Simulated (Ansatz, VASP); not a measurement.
InP in VASP and in Ansatz

Contents of INCAR:

```
SYSTEM = InP
PREC = Accurate
ENCUT = 520
EDIFF = 1E-6
ISMEAR = 0
SIGMA = 0.05
LREAL = .FALSE.
LASPH = .TRUE.
NELM = 60
ALGO = Normal
ISIF = 2
LWAVE = .FALSE.
LCHARG = .FALSE.
NBANDS = 16
```

KPOINTS

```
regular mesh
0
G
  8 8 8
  0 0 0
```

File POSCAR:

```
InP
1.0
    0.0000000000      2.9326014733      2.9326014733
    2.9326014733      0.0000000000      2.9326014733
    2.9326014733      2.9326014733      0.0000000000
In P
1 1
Direct
    0.0000000000      0.0000000000      0.0000000000
    0.7500000000      0.7500000000      0.7500000000
```

Input for Ansatz:

```yaml
crystal:
  lattice:
    - [0.0, 2.9326014733, 2.9326014733]
    - [2.9326014733, 0.0, 2.9326014733]
    - [2.9326014733, 2.9326014733, 0.0]
  atoms:
    - { symbol: In, position: [0.0, 0.0, 0.0] }
    - { symbol: P, position: [0.75, 0.75, 0.75] }
basis:
  ecutwfc: 420
  ecutrho_ratio: 4
kpoints:
  mp_grid: { grid: [8, 8, 8] }
hamiltonian:
  xc: lda
scf:
  occupations: { method: gaussian, width: 0.05 }
output:
  forces: true
  stress: true
  eigenvalues: true
```

Alike in both runs: task single point; functional LDA; k mesh 8 × 8 × 8; occupations gaussian, width 0.05 eV; no spin polarisation.

```csv
,VASP,Ansatz
version,VASP 6.6.1,Ansatz 0.2.0
potentials or method,"VASP PAW LDA potentials, release 64 (In_d, P), cutoff 520 eV","scalar-relativistic, plane waves, PAW"
valence electrons in the cell,18,18
```

Ansatz gave:

| Property | Result |
| --- | --- |
| gap on the k mesh at the Fermi level (eV) | 0.47 |
| least direct gap on the mesh (eV) | 0.47 |
| pressure (GPa) | -1.3 |

**Question.** What did VASP give for the same quantities?

**Answer.** gap on the k mesh at the Fermi level (eV): 0.50; least direct gap on the mesh (eV): 0.50; pressure (GPa): -1.3.

LDA's correlation is that of Perdew and Zunger in VASP and of Perdew and Wang (1992) in Ansatz.
